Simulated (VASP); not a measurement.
Set up this calculation in VASP 6.6.1, as the native input.

- Task: single point
- Functional: PBE
- Dispersion: D4
- Potentials or basis: VASP PAW PBE potentials, release 64 (Co)
- Cutoff: 520 eV
- k mesh: 12 × 12 × 4
- Occupations: fermi-dirac, width 0.05 eV
- Spin: collinear spin, ferromagnetic start
- Starting moments: [2.0, 2.0, 2.0, 2.0] μB
- Dipole correction: no
- Further INCAR settings: ALGO = Normal; EDIFF = 1e-07; NBANDS = 30

The structure of Co lies in POSCAR:

```
Co
1.0
    2.4705617809      0.0000000000      0.0000000000
   -1.2352808905      2.1395692639      0.0000000000
    0.0000000000      0.0000000000      8.0882338000
Co
4
Direct
    0.6666666667      0.3333333333      0.7500000000
    0.0000000000      0.0000000000      0.5000000000
    0.3333333333      0.6666666667      0.2500000000
    0.0000000000      0.0000000000      0.0000000000
```

These files were run (other wordings do the same):

INCAR

```
PREC     = Accurate       # precision mode
ENCUT    = 520            # plane-wave cutoff, eV
EDIFF    = 1E-7           # SCF threshold, eV
ISMEAR   = -1             # smearing method
SIGMA    = 0.05           # smearing width, eV
LREAL    = False          # projectors in reciprocal space
LASPH    = True           # aspherical terms in the spheres
NELM     = 150            # most SCF steps
ALGO     = Normal         # electronic algorithm
ISIF     = 2              # what is computed and relaxed
LWAVE    = False          # write WAVECAR
LCHARG   = False          # write CHGCAR
ISPIN    = 2              # spin polarisation
MAGMOM   = 2 2 2 2        # initial moments
LORBIT   = 11             # projections on sites
LMAXMIX  = 4              # l up to which the mixer works
GGA      = PE             # functional
IVDW     = 13             # dispersion correction
NBANDS   = 30             # bands
```

KPOINTS

```
regular mesh
0
Gamma
  12 12 4
```

Potentials or basis: VASP PAW PBE potentials, release 64 (Co).

Run with:

```console
$ cat potpaw_PBE.64/Co/POTCAR > POTCAR
$ mpirun -np 1 vasp_std > vasp.out
```

Results of the run:

```yaml
Pressure: -2.3 GPa
Net_moment: 6.57 μB per cell
Site_moments: Co +1.67, +1.65 (each value once) μB
Valence_electrons_inside_the_program's_atomic_spheres: Co 8.30
Dispersion_energy_per_atom: -0.434 eV
```

It took 9.3 min on 1 thread of Intel Xeon 8259CL, on a shared host, peak memory 0.23 GiB.
